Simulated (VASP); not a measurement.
Write the native input for VASP 6.6.1 that does the following.

```
Task                   : single point
Functional             : PBE
Potentials or basis    : VASP PAW PBE potentials, release 64 (Zn, Se)
Cutoff                 : 520 eV
k mesh                 : 13 × 13 × 13
Occupations            : fermi-dirac, width 0.02 eV
Spin                   : no spin polarisation
Dipole correction      : no
Further INCAR settings : ALGO = Normal; EDIFF = 1e-06; NBANDS = 16
```

The structure of ZnSe (Stilleite) lies in POSCAR:

```
ZnSe
1.0
    0.0000000000      2.8338000000      2.8054620000
    2.8338000000      0.0000000000      2.8054620000
    2.8338000000      2.8338000000      0.0000000000
Zn Se
1 1
Direct
    0.0000000000      0.0000000000      0.0000000000
    0.2500000000      0.2500000000      0.2500000000
```

This cell differs from its parent crystal: z stretched by -1 %, then relaxed in part.

The input as run:

INCAR

```
  PREC = Accurate
  ENCUT = 520
  EDIFF = 1E-6
  ISMEAR = -1
  SIGMA = 0.02
  LREAL = False
  LASPH = True
  NELM = 80
  ALGO = Normal
  ISIF = 2
  LWAVE = False
  LCHARG = True
  GGA = PE
  LELF = True
  LVHAR = True
  NBANDS = 16
```

KPOINTS

```
regular mesh
0
Gamma
  13 13 13
```

Potentials or basis: VASP PAW PBE potentials, release 64 (Zn, Se).

Run with:

```sh
$ cat potpaw_PBE.64/Zn/POTCAR potpaw_PBE.64/Se/POTCAR > POTCAR
$ mpirun -np 1 vasp_std > vasp.out
```

Results of the run:

| Item | Value |
| --- | --- |
| Pressure | 3.0 GPa |
| Band gap on the k mesh | 1.31 eV, direct |

Caveat: the cell differs from its parent crystal (z stretched by -1 %, then relaxed in part).

Run time: 57 s on 1 thread of Intel(R) Xeon(R) 6975P-C (Granite Rapids), with other jobs on the host, peak memory 0.28 GiB.
